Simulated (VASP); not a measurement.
A run of VASP 6.6.1 is set up as follows.

File INCAR:

```
PREC = Accurate ; ENCUT = 520
EDIFF = 1E-7 ; ISMEAR = 0
SIGMA = 0.02 ; LREAL = Auto
LASPH = T ; NELM = 150
ALGO = Normal ; ISIF = 2
LWAVE = F ; LCHARG = F
ISPIN = 2 ; MAGMOM = 4 0 0 0 0 0 0 0 0 0 0 0 0 0 0 0 0 0 0 0 0 0 0 0 0 0 0 0 0 0 0 0 0 0 0 0
LORBIT = 11 ; LMAXMIX = 4
GGA = PE ; NBANDS = 104
NELECT = 154.0 ; LUSENCCL = F
```

The input KPOINTS:

```
Automatic mesh
0
Gamma
  2 2 2
  0.5 0.5 0.5
```

The input POSCAR:

```
VSi35
1.0
   -5.7769209523      3.3353068668     -6.3650227274
    5.7769209522      3.3353068669     -6.3650227274
    0.0000000001     -6.6706137337     -6.3650227274
V Si
1 35
Direct
    0.4246411504      0.0909820211      0.4242656509
    0.7560938279      0.0913989637      0.0899273696
    0.0903777343      0.4226146195      0.4244458834
    0.7560371584      0.7569499347      0.4243587100
    0.4247926419      0.4225484442      0.0901028229
    0.0904500101      0.0913947047      0.7555944555
    0.7567982202      0.4232885159      0.7563791768
    0.0905010335      0.7570834634      0.0901084866
    0.4247668462      0.7568661822      0.7557663341
    0.0335645133      0.0329849186      0.3660549582
    0.3664142575      0.0329772003      0.0332553594
    0.7033518881      0.3699449233      0.3664553606
    0.3664222382      0.7002350961      0.3660243460
    0.0347430223      0.3673622791      0.0343739003
    0.7033579004      0.0334209080      0.7029926092
    0.3668708348      0.3699379970      0.7030349880
    0.7007875763      0.7012752058      0.0342851879
    0.0347046790      0.7012954234      0.7003803949
    0.2964331679      0.9631131313      0.2961359822
    0.6315783561      0.9661771371      0.9662686068
    0.9666220753      0.2981604514      0.2992882989
    0.6315772372      0.6332202227      0.2991884790
    0.2996404230      0.2981495375      0.9663176697
    0.9666333661      0.9661956531      0.6312129764
    0.6316601166      0.2982490374      0.6312692224
    0.9655273583      0.6320846834      0.9651267791
    0.2996235111      0.6332104350      0.6312029011
    0.9072108630      0.9096684653      0.2426644705
    0.2430734614      0.9096734922      0.9068367415
    0.5812187343      0.2476391906      0.2405429392
    0.2430522475      0.5738088016      0.2427244738
    0.9100910289      0.2416451206      0.9095800684
    0.5812121239      0.9072818799      0.5809333561
    0.2409813146      0.2477665736      0.5807421202
    0.5750709425      0.5764560897      0.9096595767
    0.9099564392      0.5765839347      0.5746741349
```

Potentials or basis: VASP PAW PBE potentials, release 64 (V_sv, Si).

Launch:

```console
$ cat potpaw_PBE.64/V_sv/POTCAR potpaw_PBE.64/Si/POTCAR > POTCAR
$ mpirun -np 1 vasp_std > vasp.out
```

**Question.** Estimate the net moment.

**Answer.** 0.00 μB per cell.

**Question.** Estimate the largest force.

**Answer.** 0.114 eV/Å.

Forces in eV/Å, atoms in the order of the input:
```
V   -0.019  0.012  0.015
Si  -0.020 -0.007  0.011
Si   0.001  0.022  0.009
Si  -0.004  0.017  0.011
Si   0.011 -0.004  0.000
Si  -0.018 -0.013  0.011
Si   0.005 -0.001 -0.006
Si   0.001  0.000  0.013
Si   0.007 -0.006  0.004
Si   0.016 -0.007 -0.017
Si   0.001  0.016 -0.015
Si   0.000 -0.017  0.007
Si  -0.016 -0.010 -0.012
Si  -0.001  0.002 -0.006
Si   0.016  0.010  0.005
Si  -0.004  0.003  0.005
Si  -0.003  0.000 -0.007
Si  -0.003  0.000 -0.010
Si  -0.009  0.007 -0.067
Si  -0.002 -0.012  0.007
Si  -0.009  0.010  0.007
Si   0.009  0.007  0.005
Si   0.005 -0.011  0.006
Si  -0.013  0.004  0.003
Si  -0.004 -0.001  0.009
Si   0.001  0.000  0.006
Si   0.013  0.003  0.002
Si  -0.003  0.003  0.001
Si  -0.002 -0.001  0.001
Si   0.039 -0.102  0.024
Si  -0.005  0.000 -0.004
Si   0.016  0.007 -0.008
Si   0.109  0.021  0.022
Si  -0.098  0.056 -0.017
Si  -0.015  0.008 -0.005
Si  -0.002 -0.017 -0.011
```

Caveat: the cell carries a net charge on a neutralising background, which shifts energy and pressure; the moments typed at the start vanished in this run.
